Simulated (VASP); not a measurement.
# Sn2F: single point with PBE

Sn2F:

```
Sn F
1.0
     5.01069    0.00000    0.00000
    -2.50534    4.33938    0.00000
     0.00000    0.00000    3.13864
Sn F
2 1
Direct
  0.33333 0.66667 0.00000
  0.66667 0.33333 0.00000
  0.00000 0.00000 0.00000
```

The cell was generated, and may not be a known phase.

```yaml
Program: VASP 6.6.1
Task: single point
Functional: PBE
Potentials_or_basis: VASP PAW PBE potentials, release 64 (Sn_d, F)
Cutoff: 520 eV
k_mesh: 12 × 12 × 14
Occupations: gaussian, width 0.1 eV
Spin: no spin polarisation
Dipole_correction: no
Further_INCAR_settings: ALGO = Fast; EDIFF = 1e-06; NBANDS = 24
```

```yaml
Pressure: -0.2 GPa
Band_gap_on_the_k_mesh: zero (an odd number of electrons rules out a gap without spin polarisation)
```

Levels at points of the mesh, in eV from the Fermi level:
```csv
k point,band 14,band 15,band 16,band 17,band 18,band 19,band 20,band 21
"(0.00, 0.00, 0.00)",-3.77,-3.77,-2.28,-1.87,-1.87,4.01,4.01,5.35
"(0.50, 0.00, 0.00)",-4.60,-2.73,-2.25,-0.85,0.30,5.15,5.49,6.30
"(0.00, 0.00, 0.50)",-3.45,-3.45,-2.36,-0.79,0.21,0.21,0.50,5.94
"(0.50, 0.00, 0.50)",-3.88,-3.38,-2.93,-2.24,-1.41,0.71,3.07,4.99
```

Run time: 6.4 min on 1 thread of Oxide Virtual Turin-like Processor (shared host), peak memory 0.31 GiB.

Caveat: spin-orbit coupling is left out, which moves the levels of the heavy elements.
